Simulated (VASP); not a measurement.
A run of VASP 6.6.1 is set up as follows.

INCAR

```
SYSTEM = As
PREC     = Accurate       ! precision mode
ENCUT    = 520            ! plane-wave cutoff, eV
EDIFF    = 1E-7           ! SCF threshold, eV
ISMEAR   = -1             ! smearing method
SIGMA    = 0.02           ! smearing width, eV
LREAL    = .False.        ! projectors in reciprocal space
LASPH    = .True.         ! aspherical terms in the spheres
NELM     = 60             ! most SCF steps
ALGO     = Normal         ! electronic algorithm
ISIF     = 2              ! what is computed and relaxed
LWAVE    = .False.        ! write WAVECAR
LCHARG   = .True.         ! write CHGCAR
LDIPOL   = .True.       
IDIPOL   = 3            
DIPOL    = 0.5 0.5 0.347
GGA      = PE             ! functional
LELF     = .True.         ! ELF
LVHAR    = .True.       
LVACPOTAV= .True.       
NBANDS   = 12             ! bands
```

File KPOINTS:

```
regular mesh
0
Gamma
  12 12 1
  0 0 0
```

POSCAR

```
As
1.0
    3.5749087740      0.0000000000      0.0000000000
   -1.7874543870      3.0959618145      0.0000000000
    0.0000000000      0.0000000000     26.4156438000
As
2
Direct
    0.3333333333      0.6666666667      0.3206196299
    0.6666666667      0.3333333333      0.3724477827
```

Potentials or basis: VASP PAW PBE potentials, release 64 (As).

The run is started by

```bash
$ cat potpaw_PBE.64/As/POTCAR > POTCAR
$ mpirun -np 1 vasp_std > vasp.out
```

Question: Predict the largest force.

Answer: 0.493 eV/Å.

Question: Estimate the band gap on the k mesh.

Answer: 1.68 eV, indirect (least direct gap 2.06 eV).

Question: What does it give for the ionisation potential of the upper face?

Answer: 5.45 eV.

Forces in eV/Å, atoms in the order of the input:
```
As   0.000  0.000 -0.493
As   0.000  0.000  0.493
```
